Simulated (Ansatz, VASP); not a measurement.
WS2: VASP beside Ansatz

The input INCAR:

```
PREC = Accurate ; ENCUT = 520
EDIFF = 1E-7 ; ISMEAR = 0
SIGMA = 0.05 ; LREAL = F
LASPH = T ; NELM = 80
ALGO = Normal ; ISIF = 2
LWAVE = F ; LCHARG = F
GGA = PE ; IVDW = 12
NBANDS = 35
```

File KPOINTS:

```
Automatic mesh
0
Gamma
  12 12 4
```

POSCAR

```
WS2
1.0
    3.1062673079      0.1012214005     -0.0309157303
   -1.4654733497      2.6455952329      0.0145049497
   -0.1215241102     -0.0043252048     11.9626029467
W S
2 4
Direct
    0.3492671003      0.7408000993      0.2555539653
    0.5820267385      0.2079422882      0.7516029378
    0.3719514764      0.7183920141      0.6337898244
    0.7008339838      0.3526232788      0.0999416879
    0.5180818548      0.9162342408      0.9113473551
    0.4778388461      0.0640080788      0.3477642295
```

Input for Ansatz:

```yaml
crystal:
  lattice:
    - [3.1062673079, 0.1012214005, -0.0309157303]
    - [-1.4654733497, 2.6455952329, 0.0145049497]
    - [-0.1215241102, -0.0043252048, 11.9626029467]
  atoms:
    - { symbol: W, position: [0.3492671003, 0.7408000993, 0.2555539653] }
    - { symbol: W, position: [0.5820267385, 0.2079422882, 0.7516029378] }
    - { symbol: S, position: [0.3719514764, 0.7183920141, 0.6337898244] }
    - { symbol: S, position: [0.7008339838, 0.3526232788, 0.0999416879] }
    - { symbol: S, position: [0.5180818548, 0.9162342408, 0.9113473551] }
    - { symbol: S, position: [0.4778388461, 0.0640080788, 0.3477642295] }
basis:
  ecutwfc: 420
kpoints:
  mp_grid: { grid: [12, 12, 4] }
hamiltonian:
  xc: pbe
  dispersion: d3bj
scf:
  occupations: { method: gaussian, width: 0.05 }
output:
  forces: true
  stress: true
  eigenvalues: true
```

Change from the starting cell: all atoms moved at random (sigma 0.3 Å a component), cell strained at random (sigma 0.03).

Alike in both runs: task single point; functional PBE; dispersion D3(BJ); k mesh 12 × 12 × 4; occupations gaussian, width 0.05 eV; no spin polarisation.

```csv
,VASP,Ansatz
version,VASP 6.6.1,Ansatz 0.2.0
potentials or method,"VASP PAW PBE potentials, release 64 (W_sv, S), cutoff 520 eV","scalar-relativistic, plane waves, PAW"
valence electrons in the cell,52,52
```

Ansatz gave:

```
gap on the k mesh at the Fermi level (eV)                     : none
pressure (GPa)                                                : 102.9
traceless stress, the component that is largest in VASP (GPa) : 131.20
rms of the force components (eV/Å)                            : 36.325
```

Problem. Estimate VASP's values.

Solution. gap on the k mesh at the Fermi level (eV): none; pressure (GPa): 97.6; traceless stress, the component that is largest in VASP (GPa): 122.92; rms of the force components (eV/Å): 33.901.

Atom by atom the forces differ by 2.440 eV/Å (rms over components). A gap of «none» marks a metal or a gap that the smearing closes. Both programs put the cell under a high pressure, so it lies far from rest at this level.

Neither program's run includes spin-orbit coupling. Noted on VASP's run: the cell as given lies far from equilibrium.
